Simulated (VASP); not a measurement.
Ir, 1 atom in the cell. Symmetry: R-3m, No. 166, trigonal system. The conventional cell has a = 2.688 Å, b = 2.688 Å, c = 6.783 Å, α = 90.00°, β = 90.00°, γ = 120.00°. Ir (site symmetry -3m) has 12 Ir at 2.69 to 2.74 Å within 3.5 Å.  This cell differs from its parent crystal: equal xy, yz and zx shear strains of +2 %.

| Quantity | Value |
| --- | --- |
| Program | VASP 6.6.1 |
| Task | electric field gradients |
| Functional | PBEsol |
| Potentials or basis | VASP PAW PBE potentials, release 64 (Ir) |
| Cutoff | 520 eV |
| k mesh | 15 × 15 × 15 |
| Occupations | fermi-dirac, width 0.05 eV |
| Spin | no spin polarisation |
| Dipole correction | no |
| Further INCAR settings | ALGO = Normal; EDIFF = 1e-08; NBANDS = 10 |

Potentials or basis: VASP PAW PBE potentials, release 64 (Ir).

Command:

```console
$ cat potpaw_PBE.64/Ir/POTCAR > POTCAR
$ mpirun -np 1 vasp_std > vasp.out
```

Hardware: 1 thread of Intel(R) Xeon(R) 6975P-C (Granite Rapids), with other jobs on the host.

Question: Estimate the wall time of this run.

Answer: Wall time 17 s on 1 thread of Intel(R) Xeon(R) 6975P-C (Granite Rapids) (shared host), peak memory 0.16 GiB. Counts: scf iterations 14, k points 344.
